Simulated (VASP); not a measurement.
# CaS (Fm-3m) in VASP: notebook, part 2 of 2

VASP 6.6.1. Earlier steps stand in the parts before.

### Step 5. Single point, r2SCAN

File POSCAR:

```
CaS
1.0
    0.0000000000      2.8479357440      2.8479357440
    2.8479357440      0.0000000000      2.8479357440
    2.8479357440      2.8479357440      0.0000000000
Ca S
1 1
Direct
    0.0000000000      0.0000000000      0.0000000000
    0.5000000000      0.5000000000      0.5000000000
```

File INCAR.step1:

```
  PREC = Accurate
  ENCUT = 550
  ISMEAR = 0
  SIGMA = 0.01
  LREAL = False
  LASPH = True
  NELM = 120
  NBANDS = 15
  GGA = PE
  ALGO = Normal
  EDIFF = 1E-5
  LWAVE = True
  LCHARG = False
  GGA_COMPAT = False
```

File INCAR.step2:

```
  PREC = Accurate
  ENCUT = 550
  EDIFF = 1E-6
  ISMEAR = 0
  SIGMA = 0.01
  LREAL = False
  LASPH = True
  NELM = 120
  ALGO = Normal
  ISIF = 2
  LWAVE = False
  LCHARG = False
  METAGGA = R2SCAN
  LMIXTAU = True
  NBANDS = 15
  ISTART = 1
  GGA_COMPAT = False
```

File KPOINTS:

```
regular mesh
0
Gamma
  6 6 6
```

Potentials or basis: VASP PAW PBE potentials, release 64 (Ca_sv, S).

On the command line:

```bash
cat potpaw_PBE.64/Ca_sv/POTCAR potpaw_PBE.64/S/POTCAR > POTCAR
cp INCAR.step1 INCAR
mpirun -np 1 vasp_std > vasp.out
cp INCAR.step2 INCAR
mpirun -np 1 vasp_std > vasp.out
```

OUTCAR:

```text
PREC = Accurate
   ENCUT = 550
   EDIFF = 1E-6
   ISMEAR = 0
   LREAL = False
   LASPH = True
   NELM = 120
   ISIF = 2
   METAGGA = R2SCAN
   ISTART = 1

 ion  position               nearest neighbor table
   1  0.000  0.000  0.000-   2 2.85   2 2.85   2 2.85   2 2.85   2 2.85   2 2.85
   2  0.500  0.500  0.500-   1 2.85   1 2.85   1 2.85   1 2.85   1 2.85   1 2.85

  LATTYP: Found a face centered cubic cell.
 ALAT       =     5.6958714880

  Lattice vectors:

 A1 = (   0.0000000000,   2.8479357440,   2.8479357440)
 A2 = (   2.8479357440,   0.0000000000,   2.8479357440)
 A3 = (   2.8479357440,   2.8479357440,   0.0000000000)

Analysis of symmetry for initial positions (statically):
=====================================================================
 Subroutine PRICEL returns:
 Original cell was already a primitive cell.

 Routine SETGRP: Setting up the symmetry group for a
 face centered cubic supercell.

 Subroutine GETGRP returns: Found 48 space group operations
 (whereof 48 operations were pure point group operations)
 out of a pool of 48 trial point group operations.

The static configuration has the point symmetry O_h .

Analysis of symmetry for dynamics (positions and initial velocities):
=====================================================================
 Subroutine PRICEL returns:
 Original cell was already a primitive cell.

 Routine SETGRP: Setting up the symmetry group for a
 face centered cubic supercell.

 Subroutine GETGRP returns: Found 48 space group operations
 (whereof 48 operations were pure point group operations)
 out of a pool of 48 trial point group operations.

The dynamic configuration has the point symmetry O_h .

 Subroutine INISYM returns: Found 48 space group operations
 (whereof 48 operations are pure point group operations),
 and found     1 'primitive' translations

----------------------------------------------------------------------------------------

                                     Primitive cell

  volume of cell :      46.1977

[... 109 lines left out ...]
   LRPA    =     F    only Hartree local field effects (RPA)
 non-spin polarized calculation
 Gauss-broadening in eV      SIGMA  =   0.01
  energy-cutoff  :      550.00
  volume of cell :       46.20
 maximum number of plane-waves:      1363
   NGX = 15   NGY = 15   NGZ = 15

 number of electron      16.0000000 magnetization

 Free energy of the ion-electron system (eV)
  ---------------------------------------------------
  ext. energy  EPLUGINS =         0.00000000
  ---------------------------------------------------
  free energy    TOTEN  =       -19.94177295 eV

  energy without entropy =      -19.94177295  energy(sigma->0) =      -19.94177295

 E-fermi :   2.5588     XC(G=0):  -9.7803

 val. band max:        2.4849269372   @ k =   0.0000   0.0000   0.0000
 cond. band min:       5.2888739053   @ k =   0.5000   0.5000   0.0000
 fundamental gap:      2.8039469681
 Fermi energy:         2.5588128884

 k-point     1 :       0.0000    0.0000    0.0000
  band No.  band energies     occupation
      1     -38.2366      2.00000
      2     -18.3366      2.00000
      3     -18.3366      2.00000
      4     -18.3366      2.00000
      5      -9.3081      2.00000
      6       2.4849      2.00000
      7       2.4849      2.00000
      8       2.4849      2.00000
      9       7.1573      0.00000
     10       7.1573      0.00000
     11       7.1573      0.00000
     12       7.4066      0.00000
     13       7.7942      0.00000
     14       7.7942      0.00000
[... 257 lines left out ...]
      2     -18.4398      2.00000
      3     -18.4033      2.00000
      4     -18.3934      2.00000
      5      -8.5796      2.00000
      6       0.4005      2.00000
      7       1.0718      2.00000
      8       1.0978      2.00000
      9       6.6353      0.00000
     10       8.9806      0.00000
     11       9.0218      0.00000
     12       9.6653      0.00000
     13       9.9018      0.00000
     14      11.0891      0.00000
     15      13.2202      0.00000

------------------------ aborting loop because EDIFF is reached ----------------------------------------

  FORCE on cell =-STRESS in cart. coord.  units (eV):
  Direction    XX          YY          ZZ          XY          YZ          ZX
  --------------------------------------------------------------------------------------
  -------------------------------------------------------------------------------------
  Total        0.0877579      0.0877579      0.0877579      0.0000000      0.0000000      0.0000000
  in kB        3.0435198      3.0435198      3.0435198      0.0000000      0.0000000      0.0000000
  external PRESSURE =       3.0435198 kB  Pullay stress =       0.0000000 kB

 VOLUME and BASIS-vectors are now :
 -----------------------------------------------------------------------------
  energy-cutoff  :      550.00
  volume of cell :       46.20
      direct lattice vectors                 reciprocal lattice vectors
     0.000000000  2.847935744  2.847935744    -0.175565759  0.175565759  0.175565759
     2.847935744  0.000000000  2.847935744     0.175565759 -0.175565759  0.175565759
     2.847935744  2.847935744  0.000000000     0.175565759  0.175565759 -0.175565759

 POSITION                                       TOTAL-FORCE (eV/Angst)
 -----------------------------------------------------------------------------------
      0.00000      0.00000      0.00000        -0.000000     -0.000000      0.000000
      2.84794      2.84794      2.84794         0.000000      0.000000     -0.000000
 -----------------------------------------------------------------------------------
    total drift:                                0.000000     -0.000000     -0.000000

  FREE ENERGIE OF THE ION-ELECTRON SYSTEM (eV)
  ---------------------------------------------------
  free  energy   TOTEN  =       -19.9417729506 eV

  energy  without entropy=      -19.9417729506  energy(sigma->0) =      -19.94177295
```

OSZICAR.step1:

```text
N       E                     dE             d eps       ncg     rms          rms(c)
DAV:   1     0.111567958297E+03    0.11157E+03   -0.79764E+03   480   0.105E+03
DAV:   2    -0.575771772820E+01   -0.11733E+03   -0.11073E+03   578   0.251E+02
DAV:   3    -0.103895467969E+02   -0.46318E+01   -0.45911E+01   635   0.495E+01
DAV:   4    -0.106184384124E+02   -0.22889E+00   -0.22866E+00   713   0.894E+00
DAV:   5    -0.106202560131E+02   -0.18176E-02   -0.18173E-02   642   0.873E-01    0.505E+00
DAV:   6    -0.103643147157E+02    0.25594E+00   -0.39336E-01   578   0.324E+00    0.337E+00
DAV:   7    -0.103571692314E+02    0.71455E-02   -0.11104E-01   610   0.205E+00    0.180E+00
DAV:   8    -0.103639779746E+02   -0.68087E-02   -0.19372E-02   550   0.117E+00    0.315E-01
DAV:   9    -0.103635166831E+02    0.46129E-03   -0.10690E-03   613   0.321E-01    0.834E-02
DAV:  10    -0.103637645527E+02   -0.24787E-03   -0.29542E-04   595   0.124E-01    0.287E-02
DAV:  11    -0.103638106203E+02   -0.46068E-04   -0.79026E-05   571   0.719E-02    0.250E-02
DAV:  12    -0.103638102143E+02    0.40595E-06   -0.45595E-06   387   0.155E-02
   1 F= -.10363810E+02 E0= -.10363810E+02  d E =-.367785E-22
```

Wall time 44 s (1 thread of Intel Xeon Platinum 8375C at 2.90GHz (Ice Lake), shared host); peak memory 0.19 GiB.

What came out:

| Item | Value |
| --- | --- |
| Free energy | -19.9418 eV |
| Pressure | 0.3 GPa |
| Band gap on the k mesh | 2.80 eV (least direct gap 3.63 eV) |

Caveat: the PAW data sets were made with another functional, which shifts forces and pressure a little.

### Step 6. Single point, PBE

File INCAR:

```
SYSTEM = CaS
PREC = Accurate
ENCUT = 500
EDIFF = 1E-6
ISMEAR = 0
SIGMA = 0.01
LREAL = .FALSE.
LASPH = .TRUE.
NELM = 120
ALGO = Normal
ISIF = 2
LWAVE = .FALSE.
LCHARG = .FALSE.
GGA = PE
NBANDS = 15
ISYM = 0
GGA_COMPAT = .FALSE.
```

File KPOINTS:

```
Automatic mesh
0
Gamma
  6 6 6
  0.5 0.5 0.5
```

POSCAR is that of step 5.

Potentials or basis: VASP PAW PBE potentials, release 64 (Ca_sv, S).

On the command line:

```bash
cat potpaw_PBE.64/Ca_sv/POTCAR potpaw_PBE.64/S/POTCAR > POTCAR
mpirun -np 1 vasp_std > vasp.out
```

Run time: 4.3 min. Hardware: 1 thread of Intel Xeon Platinum 8375C at 2.90GHz (Ice Lake), shared host; peak memory 0.39 GiB.

Results (log left out):

```
Free energy            : -10.3638 eV
Pressure               : 0.6 GPa
Band gap on the k mesh : 2.68 eV (least direct gap 3.41 eV)
```

Levels at points of the mesh, in eV from the valence-band top:
```tsv
k point	band 5	band 6	band 7	band 8	band 9	band 10	band 11	band 12
(0.08, 0.08, 0.08)	-11.17	-0.22	0.00	0.00	4.26	4.38	4.38	4.63
```

Caveat: a shifted mesh leaves out Γ, where band edges can lie.

### Step 7. Summary

```csv
level,k mesh,cutoff (eV),smearing,gap on the mesh (eV),pressure (GPa)
PBE,6 × 6 × 6,500,fermi-dirac 0.5 eV,2.39,0.7
PBE,6 × 6 × 6,500,gaussian 0.01 eV,2.36,0.6
PBE+D3(BJ),6 × 6 × 6,500,gaussian 0.01 eV,2.36,-1.7
r2SCAN,6 × 6 × 6,550,gaussian 0.01 eV,2.80,0.3
PBE,"6 × 6 × 6, shifted",500,gaussian 0.01 eV,2.68,0.6
```

Alike in all rows: task single point; potentials or basis VASP PAW PBE potentials, release 64 (Ca_sv, S); no spin polarisation; cell as given.

On the cell as given the gap runs from 2.36 eV (PBE) to 2.80 eV (r2SCAN). The pressure there spans -1.7 GPa (PBE+D3(BJ)) to 0.7 GPa (PBE); a positive pressure means that this level wants a larger cell, a negative one a smaller.

Caveats: the PAW data sets were made with another functional, which shifts forces and pressure a little (at least some runs); a shifted mesh leaves out Γ, where band edges can lie (at least some runs).

Absolute energies hang on the potentials; compare differences alone.
